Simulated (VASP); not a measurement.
# RbBr (Fm-3m) in VASP: further runs, part 2 of 2

VASP 6.6.1.

### 4 Single point, LDA (volume scaled by 1.04)

Contents of INCAR:

```
PREC     = Accurate       # precision mode
ENCUT    = 520            # plane-wave cutoff, eV
EDIFF    = 1E-6           # SCF threshold, eV
ISMEAR   = -1             # smearing method
SIGMA    = 0.05           # smearing width, eV
LREAL    = False          # projectors in reciprocal space
LASPH    = True           # aspherical terms in the spheres
NELM     = 100            # most SCF steps
ALGO     = Normal         # electronic algorithm
ISIF     = 2              # what is computed and relaxed
LWAVE    = False          # write WAVECAR
LCHARG   = True           # write CHGCAR
LELF     = True           # ELF
LVHAR    = True         
NBANDS   = 15             # bands
```

Contents of KPOINTS:

```
regular mesh
0
Gamma
  7 7 7
```

Contents of POSCAR:

```
RbBr
1.0
    0.0000000000      3.4720972769      3.4720972769
    3.4720972769      0.0000000000      3.4720972769
    3.4720972769      3.4720972769      0.0000000000
Rb Br
1 1
Direct
    0.0000000000      0.0000000000      0.0000000000
    0.5000000000      0.5000000000      0.5000000000
```

Potentials or basis: VASP PAW LDA potentials, release 64 (Rb_sv, Br).

Started as:

```
$ cat potpaw_LDA.64/Rb_sv/POTCAR potpaw_LDA.64/Br/POTCAR > POTCAR
$ mpirun -np 1 vasp_std > vasp.out
```

OUTCAR:

```text
PREC = Accurate
   ENCUT = 520
   EDIFF = 1E-6
   ISMEAR = -1
   LREAL = False
   LASPH = True
   NELM = 100
   ISIF = 2

 ion  position               nearest neighbor table
   1  0.000  0.000  0.000-   2 3.47   2 3.47   2 3.47   2 3.47   2 3.47   2 3.47
   2  0.500  0.500  0.500-   1 3.47   1 3.47   1 3.47   1 3.47   1 3.47   1 3.47

  LATTYP: Found a face centered cubic cell.
 ALAT       =     6.9441945538

  Lattice vectors:

 A1 = (   0.0000000000,   3.4720972769,   3.4720972769)
[... 539 lines left out ...]
------------------------ aborting loop because EDIFF is reached ----------------------------------------

  FORCE on cell =-STRESS in cart. coord.  units (eV):
  Direction    XX          YY          ZZ          XY          YZ          ZX
  --------------------------------------------------------------------------------------
  -------------------------------------------------------------------------------------
  Total       -0.8411355     -0.8411355     -0.8411355      0.0000000      0.0000000     -0.0000000
  in kB      -16.0979620    -16.0979620    -16.0979620      0.0000000      0.0000000     -0.0000000
  external PRESSURE =     -16.0979620 kB  Pullay stress =       0.0000000 kB

 VOLUME and BASIS-vectors are now :
 -----------------------------------------------------------------------------
  energy-cutoff  :      520.00
  volume of cell :       83.72
      direct lattice vectors                 reciprocal lattice vectors
     0.000000000  3.472097277  3.472097277    -0.144005182  0.144005182  0.144005182
     3.472097277  0.000000000  3.472097277     0.144005182 -0.144005182  0.144005182
     3.472097277  3.472097277  0.000000000     0.144005182  0.144005182 -0.144005182

 POSITION                                       TOTAL-FORCE (eV/Angst)
 -----------------------------------------------------------------------------------
      0.00000      0.00000      0.00000         0.000000      0.000000      0.000000
      3.47210      3.47210      3.47210        -0.000000     -0.000000     -0.000000
 -----------------------------------------------------------------------------------
    total drift:                                0.000000     -0.000000     -0.000000

  FREE ENERGIE OF THE ION-ELECTRON SYSTEM (eV)
  ---------------------------------------------------
  free  energy   TOTEN  =        -6.6662019949 eV

  energy  without entropy=       -6.6662019948  energy(sigma->0) =       -6.66620199
```

OSZICAR:

```text
N       E                     dE             d eps       ncg     rms          rms(c)
DAV:   1     0.837877369000E+02    0.83788E+02   -0.64139E+03   600   0.899E+02
DAV:   2    -0.592987789778E+00   -0.84381E+02   -0.74874E+02   830   0.159E+02
DAV:   3    -0.674023268993E+01   -0.61472E+01   -0.61045E+01   768   0.447E+01
DAV:   4    -0.691164370157E+01   -0.17141E+00   -0.17136E+00   905   0.713E+00
DAV:   5    -0.691288231259E+01   -0.12386E-02   -0.12386E-02   782   0.629E-01    0.271E+00
DAV:   6    -0.669638602246E+01    0.21650E+00   -0.24241E-01   789   0.224E+00    0.177E+00
DAV:   7    -0.666541904512E+01    0.30967E-01   -0.83558E-02   775   0.142E+00    0.891E-01
DAV:   8    -0.666614530267E+01   -0.72626E-03   -0.79604E-03   793   0.468E-01    0.965E-02
DAV:   9    -0.666612612083E+01    0.19182E-04   -0.49059E-04   782   0.101E-01    0.477E-02
DAV:  10    -0.666620038625E+01   -0.74265E-04   -0.74634E-05   691   0.518E-02    0.703E-03
DAV:  11    -0.666620179317E+01   -0.14069E-05   -0.63408E-06   803   0.133E-02    0.516E-03
DAV:  12    -0.666620199486E+01   -0.20169E-06   -0.19160E-06   712   0.631E-03
   1 F= -.66662020E+01 E0= -.66662020E+01  d E =-.135309E-10
```

It took 27 s on 1 thread of AMD EPYC 7R13 (Zen 3), shared host; peak memory 0.16 GiB.

What came out:

```yaml
Free_energy: -6.6662 eV
Pressure: -1.6 GPa
Band_gap_on_the_k_mesh: 3.87 eV, direct
```

Levels at points of the mesh, in eV from the valence-band top:
```csv
k point,band 6,band 7,band 8,band 9,band 10,band 11
"(0.00, 0.00, 0.00)",0.00,0.00,0.00,3.87,7.02,7.02
```

### 5 Single point, LDA (volume scaled by 1.06)

Contents of INCAR:

```
PREC = Accurate
ENCUT = 520
EDIFF = 1E-7
ISMEAR = -1
SIGMA = 0.05
LREAL = False
LASPH = True
NELM = 60
ALGO = Normal
ISIF = 2
LWAVE = False
LCHARG = False
NBANDS = 15
```

KPOINTS is that of step 4.

Contents of POSCAR:

```
RbBr
1.0
    0.0000000000      3.4942131424      3.4942131424
    3.4942131424      0.0000000000      3.4942131424
    3.4942131424      3.4942131424      0.0000000000
Rb Br
1 1
Direct
    0.0000000000      0.0000000000      0.0000000000
    0.5000000000      0.5000000000      0.5000000000
```

Started as:

```
$ cat potpaw_LDA.64/Rb_sv/POTCAR potpaw_LDA.64/Br/POTCAR > POTCAR
$ mpirun -np 1 vasp_std > vasp.out
```

Run time: 26 s. Hardware: 1 thread of AMD EPYC 7R13 (Zen 3), shared host; peak memory 0.16 GiB.

The run converged. Its results:

```yaml
Free_energy: -6.6492 eV
Pressure: -1.8 GPa
Band_gap_on_the_k_mesh: 3.83 eV, direct
```

Levels at points of the mesh, in eV from the valence-band top:
```tsv
k point	band 5	band 6	band 7	band 8	band 9	band 10	band 11	band 12
(0.00, 0.00, 0.00)	-8.53	0.00	0.00	0.00	3.83	7.01	7.01	7.01
```

 A k mesh can miss the band edges.

### 6 The runs side by side

| cell | gap on the mesh (eV) | pressure (GPa) |
| --- | --- | --- |
| a = 4.814 Å, angles 60.0°, 2 atoms | 4.01 | -0.9 |
| a = 4.879 Å, angles 60.0°, 2 atoms | 3.91 | -1.4 |
| a = 4.910 Å, angles 60.0°, 2 atoms | 3.87 | -1.6 |
| a = 4.942 Å, angles 60.0°, 2 atoms | 3.83 | -1.8 |

Alike in all rows: task single point; level LDA; potentials or basis VASP PAW LDA potentials, release 64 (Rb_sv, Br); no spin polarisation; k mesh 7 × 7 × 7; cutoff (eV) 520; smearing fermi-dirac 0.05 eV.

Absolute energies hang on the potentials; compare differences alone.
